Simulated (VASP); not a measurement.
# BN: relaxation of the atoms with PBE

The system is BN.

```
B N
1.0
     2.54000    0.00000    0.00000
    -1.27000    2.19970    0.00000
     0.00000    0.00000    6.40006
B N
2 2
Direct
  0.33333 0.66667 0.25000
  0.66667 0.33333 0.75000
  0.33333 0.66667 0.75000
  0.66667 0.33333 0.25000
```

This cell differs from its parent crystal: z stretched by -3 %.

| Item | Value |
| --- | --- |
| Program | VASP 6.6.1 |
| Task | relaxation of the atoms |
| Functional | PBE |
| Potentials or basis | VASP PAW PBE potentials, release 64 (B, N) |
| Cutoff | 520 eV |
| k mesh | 13 × 13 × 5 |
| Occupations | fermi-dirac, width 0.02 eV |
| Spin | no spin polarisation |
| Dipole correction | no |
| Further INCAR settings | ALGO = Normal; EDIFF = 1e-06; IBRION = 2; EDIFFG = -0.02; NSW = 80 |

```yaml
Pressure_after_relaxing: -6.1 GPa
Band_gap_on_the_k_mesh: 4.17 eV, indirect (least direct gap 4.46 eV)
```

Stress tensor (GPa, compression positive):
```
-11.26   0.00   0.00
  0.00 -11.26   0.00
  0.00   0.00   4.13
```

Final structure:
```
B N
1.0
     2.54000    0.00000    0.00000
    -1.27000    2.19970    0.00000
     0.00000    0.00000    6.40006
B N
2 2
Direct
  0.33333 0.66667 0.25000
  0.66667 0.33333 0.75000
  0.33333 0.66667 0.75000
  0.66667 0.33333 0.25000
```

Levels at points of the mesh, in eV from the valence-band top:
| k point | band 4 | band 5 | band 6 | band 7 | band 8 | band 9 | band 10 | band 11 | band 12 |
| --- | --- | --- | --- | --- | --- | --- | --- | --- | --- |
| (0.00, 0.00, 0.00) | -3.67 | -1.43 | -1.43 | -1.37 | -1.37 | 5.44 | 10.49 | 11.12 | 11.12 |

It took 15 s on 1 thread of Intel Xeon 6975P-C (shared host), peak memory 0.16 GiB.

Caveat: the cell differs from its parent crystal (z stretched by -3 %); the relaxation stopped at its first step, so nothing moved; this functional lacks dispersion, which binds the layers, so the pressure and a relaxed spacing across them are unreliable. A k mesh can miss the band edges.
